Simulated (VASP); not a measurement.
# AlN (P6_3mc) in VASP: a series of runs

AlN is run at these levels: LDA; tasks: single point.

Everything below comes from runs of VASP 6.6.1. Logs are shortened: lines on timing, memory, paths and dates and some standing lists are left out, and cuts for length are marked.

### 1 The cell of the first run

Symmetry: P6_3mc, No. 186, hexagonal system. Conventional cell: a = 3.027 Å, b = 3.027 Å, c = 4.548 Å, α = 90.00°, β = 90.00°, γ = 120.00°. Within 2.4 Å of Al (site symmetry 3m) lie 4 N at 1.81 to 1.82 Å. N (site symmetry 3m) has 4 Al at 1.81 to 1.82 Å within 2.4 Å.

### 2 Single point, LDA

INCAR

```
SYSTEM = AlN
PREC = Accurate ; ENCUT = 520
EDIFF = 1E-7 ; ISMEAR = 0
SIGMA = 0.05 ; LREAL = .False.
LASPH = .True. ; NELM = 80
ALGO = Normal ; ISIF = 2
LWAVE = .False. ; LCHARG = .False.
GGA = CA ; NBANDS = 16
```

KPOINTS

```
regular mesh
0
Gamma
  9 9 6
  0 0 0
```

POSCAR

```
AlN
1.0
    3.0268000000      0.0000000000      0.0000000000
   -1.5134000000      2.6212856922      0.0000000000
    0.0000000000      0.0000000000      4.5481000000
Al N
2 2
Direct
    0.3333333333      0.6666666667     -0.0077888297
    0.6666666667      0.3333333333      0.4922111703
    0.3333333333      0.6666666667      0.3927888297
    0.6666666667      0.3333333333      0.8927888297
```

Potentials or basis: VASP PAW LDA potentials, release 64 (Al, N).

Launch:

```
$ cat potpaw_LDA.64/Al/POTCAR potpaw_LDA.64/N/POTCAR > POTCAR
$ mpirun -np 1 vasp_std > vasp.out
```

OUTCAR:

```text
SYSTEM = AlN
   PREC = Accurate
   ENCUT = 520
   EDIFF = 1E-7
   ISMEAR = 0
   LREAL = .False.
   LASPH = .True.
   NELM = 80
   ISIF = 2
   GGA = CA

 ion  position               nearest neighbor table
   1  0.333  0.667  0.992-   4 1.81   4 1.81   4 1.81   3 1.82   2 2.87   2 2.87   2 2.87   2 2.87
                             2 2.87   2 2.87
   2  0.667  0.333  0.492-   3 1.81   3 1.81   3 1.81   4 1.82   1 2.87   1 2.87   1 2.87   1 2.87
                             1 2.87   1 2.87
   3  0.333  0.667  0.393-   2 1.81   2 1.81   2 1.81   1 1.82
   4  0.667  0.333  0.893-   1 1.81   1 1.81   1 1.81   2 1.82

  LATTYP: Found a hexagonal cell.
 ALAT       =     3.0268000000
 C/A-ratio  =     1.5026100172

  Lattice vectors:

 A1 = (   3.0268000000,   0.0000000000,   0.0000000000)
 A2 = (  -1.5134000000,   2.6212856922,   0.0000000000)
 A3 = (   0.0000000000,   0.0000000000,   4.5481000000)

Analysis of symmetry for initial positions (statically):
=====================================================================
 Subroutine PRICEL returns:
 Original cell was already a primitive cell.

 Routine SETGRP: Setting up the symmetry group for a
 hexagonal supercell.

 Subroutine GETGRP returns: Found 12 space group operations
 (whereof  6 operations were pure point group operations)
 out of a pool of 24 trial point group operations.

The static configuration has the point symmetry C_3v.
 The point group associated with its full space group is C_6v.

Analysis of symmetry for dynamics (positions and initial velocities):
=====================================================================
 Subroutine PRICEL returns:
 Original cell was already a primitive cell.

 Routine SETGRP: Setting up the symmetry group for a
 hexagonal supercell.

 Subroutine GETGRP returns: Found 12 space group operations
 (whereof  6 operations were pure point group operations)
 out of a pool of 24 trial point group operations.

The dynamic configuration has the point symmetry C_3v.
 The point group associated with its full space group is C_6v.

 Subroutine INISYM returns: Found 12 space group operations
 (whereof  6 operations are pure point group operations),
 and found     1 'primitive' translations

----------------------------------------------------------------------------------------

                                     Primitive cell

  volume of cell :      36.0851

  direct lattice vectors                    reciprocal lattice vectors
     3.026800000  0.000000000  0.000000000     0.330381922  0.190746091  0.000000000
    -1.513400000  2.621285692  0.000000000     0.000000000  0.381492183  0.000000000
     0.000000000  0.000000000  4.548100000     0.000000000  0.000000000  0.219872034

  length of vectors
     3.026800000  3.026800000  4.548100000     0.381492183  0.381492183  0.219872034

  position of ions in fractional coordinates (direct lattice)
     0.333333333  0.666666667  0.992211170
     0.666666667  0.333333333  0.492211170
     0.333333333  0.666666667  0.392788830
     0.666666667  0.333333333  0.892788830

  ion indices of the primitive-cell ions
   primitive index   ion index
                 1           1
                 2           2
                 3           3
                 4           4

----------------------------------------------------------------------------------------

 KPOINTS: regular mesh

Automatic generation of k-mesh.
 Grid dimensions read from file:
 generate k-points for:    9    9    6

 Generating k-lattice:

  Cartesian coordinates                     Fractional coordinates (reciprocal lattice)
     0.036709102  0.021194010  0.000000000     0.111111111  0.000000000  0.000000000
     0.000000000  0.042388020  0.000000000     0.000000000  0.111111111  0.000000000
     0.000000000  0.000000000  0.036645339     0.000000000  0.000000000  0.166666667

  Length of vectors
     0.042388020  0.042388020  0.036645339

  Shift w.r.t. Gamma in fractional coordinates (k-lattice)
     0.000000000  0.000000000  0.000000000

 Subroutine IBZKPT returns following result:
 ===========================================

 Found     48 irreducible k-points:

 Following reciprocal coordinates:
            Coordinates               Weight
  0.000000  0.000000  0.000000      1.000000
  0.111111 -0.000000  0.000000      6.000000
  0.222222  0.000000  0.000000      6.000000
  0.333333 -0.000000  0.000000      6.000000
  0.444444  0.000000  0.000000      6.000000
  0.111111  0.111111  0.000000      6.000000
[... 16 lines left out ...]
  0.333333  0.222222  0.166667     24.000000
  0.333333  0.333333  0.166667      4.000000
 [... further k-points ...]
   k-points           NKPTS =     48   k-points in BZ     NKDIM =     48   number of bands    NBANDS=     16
   number of dos      NEDOS =    301   number of ions     NIONS =      4
   total plane-waves  NPLWV =  20736
   dimension x,y,z NGX =    24 NGY =   24 NGZ =   36
   dimension x,y,z NGXF=    48 NGYF=   48 NGZF=   72
   ions per type =               2   2
   NGX,Y,Z   is equivalent  to a cutoff of  13.18, 13.18, 13.16 a.u.
   NGXF,Y,Z  is equivalent  to a cutoff of  26.36, 26.36, 26.32 a.u.
 SYSTEM =  AlN
   PREC   = accura    normal or accurate (medium, high low for compatibility)
   ISTART =      0    job   : 0-new  1-cont  2-samecut
   ICHARG =      2    charge: 1-file 2-atom 10-const
   ISPIN  =      1    spin polarized calculation?
   LNONCOLLINEAR =      F non collinear calculations
   LSORBIT =      F    spin-orbit coupling
   LASPH  =      T    aspherical Exc in radial PAW
   ENCUT  =  520.0 eV  38.22 Ry    6.18 a.u.   5.63  5.63  8.46*2*pi/ulx,y,z
   NELM   =     80;   NELMIN=  2; NELMDL= -5     # of ELM steps
   EDIFF  = 0.1E-06   stopping-criterion for ELM
   LREAL  =      F    real-space projection
   EDIFFG = 0.1E-05   stopping-criterion for IOM
   NSW    =      0    number of steps for IOM
   IBRION =     -1    ionic relax: 0-MD 1-quasi-New 2-CG
   NFREE  =      0    steps in history (QN), initial steepest desc. (CG)
   ISIF   =      2    stress and relaxation
   ISYM   =      2    0-nonsym 1-usesym 2-fastsym
   POTIM  = 0.5000    time-step for ionic-motion
   TEBEG  =    0.0;   TEEND  =   0.0 temperature during run
   PSTRESS=    0.0 pullay stress
   NELECT =      16.0000    total number of electrons
   NUPDOWN=      -1.0000    fix difference up-down
   EMIN   =  10.00;   EMAX   =-10.00  energy-range for DOS
   EFERMI =   0.00;   METHOD = LEGACY
   ISMEAR =     0;   SIGMA  =   0.05  broadening in eV -4-tet -1-fermi 0-gaus
   EFERMI_NEDOS =   21; number of points for ismear=-14 and -15
   IALGO  =     38    algorithm
   IMIX   =      4    mixing-type and parameters
     AMIX     =   0.40;   BMIX     =  1.00
     AMIX_MAG =   1.60;   BMIX_MAG =  1.00
  volume/ion in A,a.u.               =       9.02        60.88
  Fermi-wavevector in a.u.,A,eV,Ry     =   1.248357  2.359053 21.203253  1.558395
  Thomas-Fermi vector in A             =   2.382447
   LORBIT       =      0    0 simple, 1 ext, 2 COOP (PROOUT), +10 PAW based schemes
   GGA     = CA    functional components
   LHFCALC =     F    Hartree Fock is set to
   AEXX    =    0.0000 exact exchange contribution
   IVDW    =     0    specifies the selected vdW correction
   LEPSILON=     F    determine dielectric tensor
   LRPA    =     F    only Hartree local field effects (RPA)
 non-spin polarized calculation
 Gauss-broadening in eV      SIGMA  =   0.05
  energy-cutoff  :      520.00
  volume of cell :       36.09
 maximum number of plane-waves:      1000
 NGX is ok and might be reduce to    24
   NGX = 11   NGY = 11   NGZ = 17

 number of electron      15.9999998 magnetization

 Free energy of the ion-electron system (eV)
  ---------------------------------------------------
  ext. energy  EPLUGINS =         0.00000000
  ---------------------------------------------------
  free energy    TOTEN  =       -32.33949247 eV

  energy without entropy =      -32.33949247  energy(sigma->0) =      -32.33949247

 E-fermi :   8.1851     XC(G=0): -11.8994

 val. band max:        7.9361682839   @ k =   0.0000   0.0000   0.0000
 cond. band min:      12.7491501357   @ k =   0.3333   0.3333   0.0000
 fundamental gap:      4.8129818519
 Fermi energy:         8.1851345099

 k-point     1 :       0.0000    0.0000    0.0000
  band No.  band energies     occupation
      1      -8.5777      2.00000
      2      -5.5134      2.00000
      3       0.8950      2.00000
      4       6.0726      2.00000
      5       6.0726      2.00000
      6       6.9801      2.00000
[... 8 lines left out ...]
     15      21.3242      0.00000
     16      22.2467      0.00000

 k-point     2 :       0.1111   -0.0000    0.0000
  band No.  band energies     occupation
      1      -8.3985      2.00000
      2      -5.4260      2.00000
      3       1.0916      2.00000
      4       5.3646      2.00000
      5       5.8493      2.00000
      6       6.3740      2.00000
[... 8 lines left out ...]
     15      21.2528      0.00000
     16      21.2875      0.00000

 k-point     3 :       0.2222    0.0000    0.0000
  band No.  band energies     occupation
      1      -7.8848      2.00000
      2      -5.2167      2.00000
      3       1.6623      2.00000
      4       3.8346      2.00000
      5       5.1627      2.00000
      6       5.4020      2.00000
[... 8 lines left out ...]
     15      20.6101      0.00000
     16      21.1259      0.00000

 k-point     4 :       0.3333   -0.0000    0.0000
  band No.  band energies     occupation
      1      -7.1247      2.00000
      2      -5.0593      2.00000
      3       2.3063      2.00000
      4       2.6054      2.00000
      5       3.9751      2.00000
      6       4.9949      2.00000
[... 8 lines left out ...]
     15      21.3382      0.00000
     16      22.4419      0.00000
[... 324 lines left out ...]
 k-point    22 :       0.2222    0.2222    0.1667
  band No.  band energies     occupation
      1      -6.6134      2.00000
      2      -5.1471      2.00000
      3       2.2372      2.00000
      4       2.5094      2.00000
      5       4.1800      2.00000
      6       4.3789      2.00000
[... 8 lines left out ...]
     15      21.1502      0.00000
     16      23.5159      0.00000

 k-point    23 :       0.3333    0.2222    0.1667
  band No.  band energies     occupation
      1      -5.9468      2.00000
      2      -5.2248      2.00000
      3       1.7366      2.00000
      4       2.6423      2.00000
      5       3.4348      2.00000
      6       4.8147      2.00000
[... 8 lines left out ...]
     15      21.1570      0.00000
     16      23.6508      0.00000

 k-point    24 :       0.3333    0.3333    0.1667
  band No.  band energies     occupation
      1      -5.4784      2.00000
      2      -5.4784      2.00000
      3       1.8547      2.00000
      4       2.8500      2.00000
      5       2.8500      2.00000
      6       4.4960      2.00000
[... 8 lines left out ...]
     15      20.8989      0.00000
     16      23.8417      0.00000

 [... further k-points ...]
[... 5 lines left out ...]
  --------------------------------------------------------------------------------------
  -------------------------------------------------------------------------------------
  Total        6.6525122      6.6525122      8.3034231      0.0000000      0.0000000      0.0000000
  in kB      295.3712173    295.3712173    368.6715808      0.0000000      0.0000000      0.0000000
  external PRESSURE =     319.8046718 kB  Pullay stress =       0.0000000 kB

 VOLUME and BASIS-vectors are now :
 -----------------------------------------------------------------------------
  energy-cutoff  :      520.00
  volume of cell :       36.09
      direct lattice vectors                 reciprocal lattice vectors
     3.026800000  0.000000000  0.000000000     0.330381922  0.190746091  0.000000000
    -1.513400000  2.621285692  0.000000000     0.000000000  0.381492183  0.000000000
     0.000000000  0.000000000  4.548100000     0.000000000  0.000000000  0.219872034

 POSITION                                       TOTAL-FORCE (eV/Angst)
 -----------------------------------------------------------------------------------
     -0.00000      1.74752      4.51268        -0.000000      0.000000     -0.008264
      1.51340      0.87376      2.23863        -0.000000     -0.000000     -0.008264
     -0.00000      1.74752      1.78644        -0.000000      0.000000      0.008264
      1.51340      0.87376      4.06049         0.000000      0.000000      0.008264
 -----------------------------------------------------------------------------------
    total drift:                               -0.000000      0.000000      0.000298

  FREE ENERGIE OF THE ION-ELECTRON SYSTEM (eV)
  ---------------------------------------------------
  free  energy   TOTEN  =       -32.3394924722 eV

  energy  without entropy=      -32.3394924722  energy(sigma->0) =      -32.33949247
```

Run time: 11 s. Hardware: 1 thread of AMD EPYC 9R45 (Zen 5), shared host; peak memory 0.12 GiB.

What came out:

- Free energy: -32.3395 eV
- Pressure: 32.0 GPa
- Largest force: 0.008 eV/Å
- Band gap on the k mesh: 4.81 eV, indirect (least direct gap 5.05 eV)

Forces in eV/Å, atoms in the order of the input:
```
Al   0.000  0.000 -0.008
Al   0.000  0.000 -0.008
N    0.000  0.000  0.008
N    0.000  0.000  0.008
```

Levels at points of the mesh, in eV from the valence-band top:
| k point | band 5 | band 6 | band 7 | band 8 | band 9 | band 10 | band 11 | band 12 |
| --- | --- | --- | --- | --- | --- | --- | --- | --- |
| (0.00, 0.00, 0.00) | -1.86 | -0.96 | -0.96 | 0.00 | 5.05 | 6.80 | 10.83 | 10.83 |
| (0.00, 0.00, 0.50) | -1.43 | -1.43 | -1.43 | -1.43 | 7.04 | 7.04 | 11.12 | 11.12 |

### 3 Single point, LDA

This run uses another cell than the first one, of 9.17 Å³/atom, 1.016 times its volume.

INCAR

```
ALGO = Normal
EDIFF = 1E-7
ENCUT = 520
GGA = CA
ISIF = 2
ISMEAR = 0
LASPH = T
LCHARG = F
LREAL = F
LWAVE = F
NBANDS = 16
NELM = 100
PREC = Accurate
SIGMA = 0.05
```

KPOINTS

```
k-points
0
Gamma
  9 9 6
```

POSCAR

```
AlN
1.0
    3.1195000000      0.0000000000      0.0000000000
   -1.5597500000      2.7015662471      0.0000000000
    0.0000000000      0.0000000000      4.3504000000
Al N
2 2
Direct
    0.3333333333      0.6666666667     -0.0224786668
    0.6666666667      0.3333333333      0.4775213332
    0.3333333333      0.6666666667      0.4074786668
    0.6666666667      0.3333333333      0.9074786668
```

Potentials or basis: VASP PAW LDA potentials, release 64 (Al, N).

Launch:

```
$ cat potpaw_LDA.64/Al/POTCAR potpaw_LDA.64/N/POTCAR > POTCAR
$ mpirun -np 1 vasp_std > vasp.out
```

It took 10 s on 1 thread of AMD EPYC 9R45 (Zen 5), shared host; peak memory 0.11 GiB.

It converged, with:

| Quantity | Value |
| --- | --- |
| Free energy | -32.3486 eV |
| Pressure | 21.0 GPa |
| Largest force | 0.015 eV/Å |
| Band gap on the k mesh | 4.28 eV, direct |

Forces on the atoms (eV/Å):
```
Al   0.000  0.000 -0.015
Al   0.000  0.000 -0.015
N    0.000  0.000  0.015
N    0.000  0.000  0.015
```

Stress tensor (GPa, compression positive):
```
19.10  0.00  0.00
 0.00 19.10  0.00
 0.00  0.00 24.94
```

Levels at points of the mesh, in eV from the valence-band top:
| k point | band 4 | band 5 | band 6 | band 7 | band 8 | band 9 | band 10 | band 11 | band 12 | band 13 |
| --- | --- | --- | --- | --- | --- | --- | --- | --- | --- | --- |
| (0.00, 0.00, 0.00) | -2.80 | -2.80 | -1.57 | -1.57 | 0.00 | 4.28 | 5.63 | 9.49 | 9.49 | 11.66 |
| (0.00, 0.00, 0.50) | -3.80 | -2.21 | -2.21 | -2.21 | -2.21 | 6.29 | 6.29 | 9.77 | 9.77 | 9.77 |

A k mesh can miss the band edges. A hybrid or GW would open this gap; LDA tends to underestimate it.

[end of part 1 of 2]
